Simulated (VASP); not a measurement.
# Cr (Fd-3m) in VASP: single point with r2SCAN

Aim: the single point of Cr with r2SCAN.

Everything below comes from runs of VASP 6.6.1. Logs are shortened: lines on timing, memory, paths and dates and some standing lists are left out, and cuts for length are marked.

## 1. The cell of the first run

Symmetry: Fd-3m, No. 227, cubic system. The conventional cell has a = 5.045 Å, b = 5.045 Å, c = 5.045 Å, α = 90.00°, β = 90.00°, γ = 90.00°. Within 2.9 Å of Cr (site symmetry -43m) lie 4 Cr at 2.18 Å.

This isn't the form of Cr at room conditions, which is bcc.

## 2. Single point, r2SCAN, non-collinear spin, zero start, spin-orbit coupling

POSCAR

```
Cr
1.0
    0.0000000000      2.5227133963      2.5227133963
    2.5227133963      0.0000000000      2.5227133963
    2.5227133963      2.5227133963      0.0000000000
Cr
2
Direct
    0.1250000000      0.1250000000      0.1250000000
    0.8750000000      0.8750000000      0.8750000000
```

INCAR.step1

```
SYSTEM = Cr
PREC = Accurate
ENCUT = 550
ISMEAR = -1
SIGMA = 0.1
LREAL = .FALSE.
LASPH = .TRUE.
NELM = 200
MAGMOM = 0 0 0 0 0 0
LSORBIT = .TRUE.
GGA_COMPAT = .FALSE.
LMAXMIX = 4
NBANDS = 36
GGA = PE
ALGO = Normal
EDIFF = 1E-5
LWAVE = .TRUE.
LCHARG = .FALSE.
```

INCAR.step2

```
SYSTEM = Cr
PREC = Accurate
ENCUT = 550
EDIFF = 1E-6
ISMEAR = -1
SIGMA = 0.1
LREAL = .FALSE.
LASPH = .TRUE.
NELM = 200
ALGO = Normal
ISIF = 2
LWAVE = .FALSE.
LCHARG = .TRUE.
MAGMOM = 0 0 0 0 0 0
LORBIT = 11
LSORBIT = .TRUE.
GGA_COMPAT = .FALSE.
LORBMOM = .TRUE.
LMAXMIX = 4
METAGGA = R2SCAN
LMIXTAU = .TRUE.
LVHAR = .TRUE.
NBANDS = 36
ISTART = 1
```

KPOINTS

```
Automatic mesh
0
G
  11 11 11
  0 0 0
```

Potentials or basis: VASP PAW PBE potentials, release 64 (Cr_pv).

Started as:

```
cat potpaw_PBE.64/Cr_pv/POTCAR > POTCAR
cp INCAR.step1 INCAR
mpirun -np 1 vasp_ncl > vasp.out
cp INCAR.step2 INCAR
mpirun -np 1 vasp_ncl > vasp.out
```

OUTCAR:

```text
SYSTEM = Cr
   PREC = Accurate
   ENCUT = 550
   EDIFF = 1E-6
   ISMEAR = -1
   LREAL = .FALSE.
   LASPH = .TRUE.
   NELM = 200
   ISIF = 2
   LORBIT = 11
   LSORBIT = .TRUE.
   METAGGA = R2SCAN
   ISTART = 1

 ion  position               nearest neighbor table
   1  0.125  0.125  0.125-   2 2.18   2 2.18   2 2.18   2 2.18
   2  0.875  0.875  0.875-   1 2.18   1 2.18   1 2.18   1 2.18

  LATTYP: Found a face centered cubic cell.
 ALAT       =     5.0454267926

  Lattice vectors:

 A1 = (   0.0000000000,   2.5227133963,   2.5227133963)
 A2 = (   2.5227133963,   0.0000000000,   2.5227133963)
 A3 = (   2.5227133963,   2.5227133963,   0.0000000000)

Analysis of symmetry for initial positions (statically):
=====================================================================
 Subroutine PRICEL returns:
 Original cell was already a primitive cell.

 Routine SETGRP: Setting up the symmetry group for a
 face centered cubic supercell.

 Subroutine GETGRP returns: Found 48 space group operations
 (whereof 12 operations were pure point group operations)
 out of a pool of 48 trial point group operations.

The static configuration has the point symmetry D_3d.
 The point group associated with its full space group is O_h .

Analysis of symmetry for dynamics (positions and initial velocities):
=====================================================================
 Subroutine PRICEL returns:
 Original cell was already a primitive cell.

 Routine SETGRP: Setting up the symmetry group for a
 face centered cubic supercell.

 Subroutine GETGRP returns: Found 48 space group operations
 (whereof 12 operations were pure point group operations)
 out of a pool of 48 trial point group operations.

The dynamic configuration has the point symmetry D_3d.
 The point group associated with its full space group is O_h .

Analysis of structural, dynamic, and magnetic symmetry:
=====================================================================
 Subroutine PRICEL returns:
 Original cell was already a primitive cell.

 Routine SETGRP: Setting up the symmetry group for a
 face centered cubic supercell.

 Subroutine GETGRP returns: Found 48 space group operations
 (whereof 12 operations were pure point group operations)
 out of a pool of 48 trial point group operations.

The overall configuration has the point symmetry D_3d.
 The point group associated with its full space group is O_h .

 Subroutine INISYM returns: Found 48 space group operations
 (whereof 12 operations are pure point group operations),
 and found     1 'primitive' translations

----------------------------------------------------------------------------------------

                                     Primitive cell

  volume of cell :      32.1095

  direct lattice vectors                    reciprocal lattice vectors
     0.000000000  2.522713396  2.522713396    -0.198199288  0.198199288  0.198199288
     2.522713396  0.000000000  2.522713396     0.198199288 -0.198199288  0.198199288
     2.522713396  2.522713396  0.000000000     0.198199288  0.198199288 -0.198199288

  length of vectors
     3.567655499  3.567655499  3.567655499     0.343291238  0.343291238  0.343291238

  position of ions in fractional coordinates (direct lattice)
     0.125000000  0.125000000  0.125000000
     0.875000000  0.875000000  0.875000000

  ion indices of the primitive-cell ions
   primitive index   ion index
                 1           1
                 2           2

----------------------------------------------------------------------------------------

 KPOINTS: Automatic mesh

Automatic generation of k-mesh.
 Grid dimensions read from file:
 generate k-points for:   11   11   11

 Generating k-lattice:

  Cartesian coordinates                     Fractional coordinates (reciprocal lattice)
    -0.018018117  0.018018117  0.018018117     0.090909091  0.000000000  0.000000000
     0.018018117 -0.018018117  0.018018117     0.000000000  0.090909091  0.000000000
[... 101 lines left out ...]
  ---------------------------------------------------
  ext. energy  EPLUGINS =         0.00000000
  ---------------------------------------------------
  free energy    TOTEN  =       -25.00056862 eV

  energy without entropy =      -24.87585703  energy(sigma->0) =      -24.93821283

 E-fermi :   6.5342     XC(G=0): -12.3589

 val. band max:        6.5291555089   @ k =   0.3636   0.1818   0.0000
 cond. band min:       6.5356135666   @ k =  -0.3636   0.4545   0.0909
 fundamental gap:      0.0064580578
 Fermi energy:         6.5341570769

 k-point     1 :       0.0000    0.0000    0.0000
  band No.  band energies     occupation
      1     -38.3936      1.00000
      2     -38.3936      1.00000
      3     -37.5111      1.00000
      4     -37.5111      1.00000
      5     -37.4029      1.00000
      6     -37.4029      1.00000
[... 925 lines left out ...]
     35      11.0844      0.00000
     36      11.0848      0.00000

 [... further k-points ...]

------------------------ aborting loop because EDIFF is reached ----------------------------------------

  FORCE on cell =-STRESS in cart. coord.  units (eV):
  Direction    XX          YY          ZZ          XY          YZ          ZX
  --------------------------------------------------------------------------------------
  -------------------------------------------------------------------------------------
  Total        0.2606163      0.2606163      0.2606163     -0.0000000     -0.0000000      0.0000000
  in kB       13.0040425     13.0040425     13.0040425     -0.0000000     -0.0000000      0.0000000
  external PRESSURE =      13.0040425 kB  Pullay stress =       0.0000000 kB

 VOLUME and BASIS-vectors are now :
 -----------------------------------------------------------------------------
  energy-cutoff  :      550.00
  volume of cell :       32.11
      direct lattice vectors                 reciprocal lattice vectors
     0.000000000  2.522713396  2.522713396    -0.198199288  0.198199288  0.198199288
     2.522713396  0.000000000  2.522713396     0.198199288 -0.198199288  0.198199288
     2.522713396  2.522713396  0.000000000     0.198199288  0.198199288 -0.198199288

 POSITION                                       TOTAL-FORCE (eV/Angst)
 -----------------------------------------------------------------------------------
      0.63068      0.63068      0.63068        -0.000000     -0.000000     -0.000000
      4.41475      4.41475      4.41475         0.000000      0.000000      0.000000
 -----------------------------------------------------------------------------------
    total drift:                                0.000000     -0.000000     -0.000000

  FREE ENERGIE OF THE ION-ELECTRON SYSTEM (eV)
  ---------------------------------------------------
  free  energy   TOTEN  =       -25.0005686225 eV

  energy  without entropy=      -24.8758570289  energy(sigma->0) =      -24.93821283

 orbital moment (x)

 # of ion     p       d       tot
 ----------------------------------------
  1         0.000  -0.000  -0.000
  2         0.000   0.000   0.000
 ----------------------------------------
            0.000  -0.000  -0.000

 orbital moment (y)

 # of ion     p       d       tot
 ----------------------------------------
  1         0.000   0.000   0.000
  2         0.000  -0.000  -0.000
 ----------------------------------------
            0.000  -0.000  -0.000

 orbital moment (z)

 # of ion     p       d       tot
 ----------------------------------------
  1         0.000   0.000   0.000
  2         0.000  -0.000  -0.000
 ----------------------------------------
            0.000  -0.000  -0.000

 Spin-Orbit-Coupling matrix elements

 Ion:    1  E_soc:     -0.0225299
 l=   1
     0.0000000    -0.0030447    -0.0030447
    -0.0030447     0.0000000    -0.0030447
    -0.0030447    -0.0030447     0.0000000
 l=   2
     0.0000000    -0.0001624     0.0000000    -0.0001624    -0.0005479
    -0.0001624     0.0000000    -0.0004109    -0.0001624    -0.0001370
     0.0000000    -0.0004109     0.0000000    -0.0004109     0.0000000
    -0.0001624    -0.0001624    -0.0004109     0.0000000    -0.0001370
    -0.0005479    -0.0001370     0.0000000    -0.0001370     0.0000000
 l=   3
     0.0000000     0.0000000     0.0000000     0.0000000     0.0000000     0.0000000     0.0000000
     0.0000000     0.0000000     0.0000000     0.0000000     0.0000000     0.0000000     0.0000000
     0.0000000     0.0000000     0.0000000     0.0000000     0.0000000     0.0000000     0.0000000
     0.0000000     0.0000000     0.0000000     0.0000000     0.0000000     0.0000000     0.0000000
     0.0000000     0.0000000     0.0000000     0.0000000     0.0000000     0.0000000     0.0000000
     0.0000000     0.0000000     0.0000000     0.0000000     0.0000000     0.0000000     0.0000000
     0.0000000     0.0000000     0.0000000     0.0000000     0.0000000     0.0000000     0.0000000

 Ion:    2  E_soc:     -0.0225299
 l=   1
     0.0000000    -0.0030447    -0.0030447
    -0.0030447     0.0000000    -0.0030447
    -0.0030447    -0.0030447     0.0000000
 l=   2
     0.0000000    -0.0001624     0.0000000    -0.0001624    -0.0005479
    -0.0001624     0.0000000    -0.0004109    -0.0001624    -0.0001370
     0.0000000    -0.0004109     0.0000000    -0.0004109     0.0000000
    -0.0001624    -0.0001624    -0.0004109     0.0000000    -0.0001370
    -0.0005479    -0.0001370     0.0000000    -0.0001370     0.0000000
 l=   3
     0.0000000     0.0000000     0.0000000     0.0000000     0.0000000     0.0000000     0.0000000
     0.0000000     0.0000000     0.0000000     0.0000000     0.0000000     0.0000000     0.0000000
     0.0000000     0.0000000     0.0000000     0.0000000     0.0000000     0.0000000     0.0000000
     0.0000000     0.0000000     0.0000000     0.0000000     0.0000000     0.0000000     0.0000000
     0.0000000     0.0000000     0.0000000     0.0000000     0.0000000     0.0000000     0.0000000
     0.0000000     0.0000000     0.0000000     0.0000000     0.0000000     0.0000000     0.0000000
     0.0000000     0.0000000     0.0000000     0.0000000     0.0000000     0.0000000     0.0000000

 total charge

# of ion       s       p       d       tot
------------------------------------------
    1        0.775   6.209   4.478  11.462
    2        0.775   6.209   4.478  11.462
--------------------------------------------------
tot          1.551  12.418   8.956  22.925

 magnetization (x)

# of ion       s       p       d       tot
------------------------------------------
    1        0.000   0.000   0.000   0.000
    2        0.000  -0.000  -0.000  -0.000
--------------------------------------------------
tot          0.000   0.000   0.000   0.000

 magnetization (y)

# of ion       s       p       d       tot
------------------------------------------
    1       -0.000  -0.000   0.000   0.000
    2       -0.000  -0.000  -0.000  -0.000
--------------------------------------------------
tot         -0.000  -0.000   0.000  -0.000

 magnetization (z)

# of ion       s       p       d       tot
------------------------------------------
    1       -0.000   0.000   0.000   0.000
    2       -0.000  -0.000   0.000   0.000
--------------------------------------------------
tot         -0.000   0.000   0.000   0.000
```

It took 27 min on 1 thread of Oxide Virtual Turin-like, shared host; peak memory 0.31 GiB.

What came out:

| Quantity | Value |
| --- | --- |
| Free energy | -25.0006 eV |
| Pressure | 1.3 GPa |
| Net moment | 0.00 μB per cell |
| Valence electrons inside the program's atomic spheres | Cr 11.46 |

Moments on the atoms (μB; x, y, z):
```
Cr  0.00 0.00 0.00
Cr  0.00 0.00 0.00
```

Caveat: the PAW data sets were made with another functional, which shifts forces and pressure a little.
